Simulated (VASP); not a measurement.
Set up this calculation in VASP 6.6.1, as the native input.

* Task: single point
* Functional: PBE
* Potentials or basis: VASP PAW PBE potentials, release 64 (Ba_sv, Zr_sv, O)
* Cutoff: 520 eV
* k mesh: 8 × 8 × 8
* Occupations: gaussian, width 0.05 eV
* Spin: no spin polarisation
* Dipole correction: no
* Further INCAR settings: ALGO = Normal; EDIFF = 1e-06; NBANDS = 28

The structure of BaZrO3 lies in POSCAR:

```
BaZrO3
1.0
    4.1953966539      0.0000000000      0.0000000000
    0.0000000000      4.1953966539      0.0000000000
    0.0000000000      0.0000000000      4.1953966539
Ba Zr O
1 1 3
Direct
    0.0000000000      0.0000000000      0.0000000000
    0.5000000000      0.5000000000      0.5000000000
    0.0000000000      0.5000000000      0.5000000000
    0.5000000000      0.5000000000      0.0000000000
    0.5000000000      0.0000000000      0.5000000000
```

These files were run (other wordings do the same):

INCAR

```
  ALGO = Normal
  EDIFF = 1E-6
  ENCUT = 520
  GGA = PE
  ISIF = 2
  ISMEAR = 0
  LASPH = True
  LCHARG = False
  LREAL = False
  LWAVE = False
  NBANDS = 28
  NELM = 80
  PREC = Accurate
  SIGMA = 0.05
```

KPOINTS

```
k-points
0
Gamma
  8 8 8
```

Potentials or basis: VASP PAW PBE potentials, release 64 (Ba_sv, Zr_sv, O).

Run with:

```sh
$ cat potpaw_PBE.64/Ba_sv/POTCAR potpaw_PBE.64/Zr_sv/POTCAR potpaw_PBE.64/O/POTCAR > POTCAR
$ mpirun -np 1 vasp_std > vasp.out
```

Results of the run:

* Pressure: 4.6 GPa
* Band gap on the k mesh: 3.18 eV (least direct gap 3.41 eV)

Caveat: the cell stands under pressure; spin-orbit coupling is left out, which moves the levels of the heavy elements.

It took 54 s on 1 thread of AMD EPYC 7R13 Processor (Zen 3), on a shared host, peak memory 0.19 GiB.
